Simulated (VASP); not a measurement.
Write the native input for VASP 6.6.1 that does the following.

```
Task                   : single point
Functional             : PBE
Potentials or basis    : VASP PAW PBE potentials, release 64 (Cd)
Cutoff                 : 520 eV
k mesh                 : 9 × 9 × 9
Occupations            : methfessel-paxton, width 0.1 eV
Spin                   : no spin polarisation
Dipole correction      : no
Further INCAR settings : ALGO = Normal; EDIFF = 1e-06; NBANDS = 12
```

The structure of Cd lies in POSCAR:

```
Cd
1.0
    1.6080291515      0.9283960635      2.4492874100
   -1.6080291515      0.9283960635      2.4492874100
    0.0000000000     -1.8567921270      2.4492874100
Cd
1
Direct
    0.0000000000      0.0000000000      0.0000000000
```

One way to write it, as run:

INCAR

```
PREC = Accurate ; ENCUT = 520
EDIFF = 1E-6 ; ISMEAR = 1
SIGMA = 0.1 ; LREAL = F
LASPH = T ; NELM = 60
ALGO = Normal ; ISIF = 2
LWAVE = F ; LCHARG = F
GGA = PE ; NBANDS = 12
```

KPOINTS

```
regular mesh
0
Gamma
  9 9 9
```

Potentials or basis: VASP PAW PBE potentials, release 64 (Cd).

Run with:

```console
$ cat potpaw_PBE.64/Cd/POTCAR > POTCAR
$ mpirun -np 1 vasp_std > vasp.out
```

It gave:

The pressure is 2.6 GPa and the band gap on the k mesh is zero (bands 6 and 7 overlap by 1.93 eV).

Wall time 5.2 s on 1 thread of Intel(R) Xeon(R) 6975P-C (Granite Rapids), with other jobs on the host, peak memory 0.15 GiB.
